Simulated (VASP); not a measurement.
A run of VASP 6.6.1:

File INCAR:

```
SYSTEM = Ti3B4
ALGO = Normal
EDIFF = 1E-6
EDIFFG = -0.01
ENCUT = 600
GGA = PE
IBRION = 2
ISIF = 3
ISMEAR = 0
LASPH = .True.
LCHARG = .False.
LREAL = .False.
LWAVE = .False.
NELM = 100
NSW = 100
PREC = Accurate
SIGMA = 0.1
```

The input KPOINTS:

```
k-points
0
Gamma
  8 8 8
  0 0 0
```

File POSCAR:

```
Ti3B4
1.0
    4.5036676856      0.0000000000      0.0000000000
    0.0000000000      4.5036676856      0.0000000000
    0.0000000000      0.0000000000      4.5036676856
Ti B
3 4
Direct
    0.5000000000      0.5000000000      0.0000000000
    0.0000000000      0.5000000000      0.5000000000
    0.5000000000      0.0000000000      0.5000000000
    0.5000000000      0.5000000000      0.5000000000
    0.5000000000      0.0000000000      0.0000000000
    0.0000000000      0.5000000000      0.0000000000
    0.0000000000      0.0000000000      0.5000000000
```

Potentials or basis: VASP PAW PBE potentials, release 64 (Ti_sv, B).

Command:

```sh
$ cat potpaw_PBE.64/Ti_sv/POTCAR potpaw_PBE.64/B/POTCAR > POTCAR
$ mpirun -np 1 vasp_std > vasp.out
```

Hardware: 1 thread of AMD EPYC 9R45 (Zen 5), on a shared host.

Question: How long does it take, and how much memory?

Answer: Wall time 84 s on 1 thread of AMD EPYC 9R45 (Zen 5), with other jobs on the host, peak memory 0.22 GiB. Counts: scf iterations 14, k points 35, ion steps 1.
